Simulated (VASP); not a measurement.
TaN, 4 atoms in the cell. It takes space group C222_1 (No. 20, orthorhombic). Conventional cell: a = 2.917 Å, b = 5.052 Å, c = 5.914 Å, α = 90.00°, β = 90.00°, γ = 90.00°. Ta (site symmetry 2) has 6 N at 2.21 to 2.27 Å and 8 Ta at 2.92 to 2.96 Å within 3.0 Å. N (site symmetry 2) has 6 Ta at 2.21 to 2.27 Å and 6 N at 2.92 Å within 3.0 Å. 

* Program: VASP 6.6.1
* Task: single point
* Functional: PBE
* Potentials or basis: VASP PAW PBE potentials, release 64 (Ta_pv, N)
* Cutoff: 520 eV
* k mesh: 15 × 15 × 8, shifted
* Occupations: gaussian, width 0.15 eV
* Spin: no spin polarisation
* Dipole correction: no
* Further INCAR settings: ALGO = Normal; EDIFF = 1e-06; NBANDS = 24; ISYM = 0

Potentials or basis: VASP PAW PBE potentials, release 64 (Ta_pv, N).

Run with:

```bash
$ cat potpaw_PBE.64/Ta_pv/POTCAR potpaw_PBE.64/N/POTCAR > POTCAR
$ mpirun -np 1 vasp_std > vasp.out
```

Hardware: 1 thread of AMD EPYC 9R45 96-Core Processor (Zen 5), with other jobs on the host.

Problem. Estimate the wall time of this run.

Solution. Run time: 25 min on 1 thread of AMD EPYC 9R45 96-Core Processor (Zen 5), with other jobs on the host, peak memory 2.1 GiB. Counts: scf iterations 13, k points 2700.
